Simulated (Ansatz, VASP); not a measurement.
**One calculation of Te, two programs**

```
Te
1.0
     3.51614    0.00000    0.00000
    -1.75807    3.04506    0.00000
     0.00000    0.00000   11.72380
Te
4
Direct
  0.33333 0.66667 0.13269
  0.66667 0.33333 0.63269
  0.33333 0.66667 0.36731
  0.66667 0.33333 0.86731
```

Alike in both runs: functional PBE; k mesh 6 × 6 × 2; occupations gaussian, width 0.1 eV; no spin polarisation.

Ansatz relaxed the structure, and its values are those at the end. VASP's run is a single point on that final structure, the one shown.

```csv
,VASP,Ansatz
version,VASP 6.6.1,Ansatz 0.2.0
potentials or method,"VASP PAW PBE potentials, release 64 (Te), cutoff 520 eV","scalar-relativistic, plane waves, PAW"
valence electrons in the cell,24,64
```

Ansatz gave:

| Property | Result |
| --- | --- |
| gap on the k mesh at the Fermi level (eV) | none |
| pressure (GPa) | -0.1 |
| rms of the force components (eV/Å) | 0.002 |

Q: Estimate VASP's values.

A: gap on the k mesh at the Fermi level (eV): none; pressure (GPa): -0.1; rms of the force components (eV/Å): 0.007.

A gap of «none» marks a metal or a gap that the smearing closes. The functional is the same, so the differences come from potentials, cutoffs and numerics. VASP's potentials hold 24 valence electrons a cell and Ansatz's 64, so a difference there can come from the potentials and not from the codes.

Spin-orbit coupling is off throughout.
